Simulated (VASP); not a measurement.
Set up this calculation in VASP 6.6.1, as the native input.

- Task: single point
- Functional: PBEsol
- Dispersion: D4
- Potentials or basis: VASP PAW PBE potentials, release 64 (Sb)
- Cutoff: 520 eV
- k mesh: 9 × 9 × 5
- Occupations: fermi-dirac, width 0.05 eV
- Spin: no spin polarisation
- Dipole correction: no
- Further INCAR settings: ALGO = Normal; EDIFF = 1e-06; NBANDS = 12

The structure of Sb lies in POSCAR:

```
Sb
1.0
    3.2945618614      0.0000000000      0.0000000000
   -1.6472809307      2.8531742663      0.0000000000
    0.0000000000      0.0000000000      5.3661762495
Sb
2
Direct
    0.6666666667      0.3333333333      0.7500000000
    0.3333333333      0.6666666667      0.2500000000
```

One way to write it, as run:

INCAR

```
SYSTEM = Sb
PREC     = Accurate       ! precision mode
ENCUT    = 520            ! plane-wave cutoff, eV
EDIFF    = 1E-6           ! SCF threshold, eV
ISMEAR   = -1             ! smearing method
SIGMA    = 0.05           ! smearing width, eV
LREAL    = .False.        ! projectors in reciprocal space
LASPH    = .True.         ! aspherical terms in the spheres
NELM     = 80             ! most SCF steps
ALGO     = Normal         ! electronic algorithm
ISIF     = 2              ! what is computed and relaxed
LWAVE    = .False.        ! write WAVECAR
LCHARG   = .False.        ! write CHGCAR
GGA      = PS             ! functional
IVDW     = 13             ! dispersion correction
NBANDS   = 12             ! bands
```

KPOINTS

```
regular mesh
0
Gamma
  9 9 5
  0 0 0
```

Potentials or basis: VASP PAW PBE potentials, release 64 (Sb).

Command:

```sh
$ cat potpaw_PBE.64/Sb/POTCAR > POTCAR
$ mpirun -np 1 vasp_std > vasp.out
```

It gave:

```json
{"Pressure": "0.0 GPa", "Band gap on the k mesh": "zero (band 5 reaches 13.71 eV, above the bottom of band 6 at 6.28 eV)", "Dispersion energy per atom": "-0.347 eV"}
```

Caveat: the PAW data sets were made with another functional, which shifts forces and pressure a little; spin-orbit coupling is left out, which moves the levels of the heavy elements; pairwise dispersion overbinds metals, which lowers pressure and volume.

Run time: 32 s on 1 thread of AMD EPYC 7R13 (shared host), peak memory 0.15 GiB.
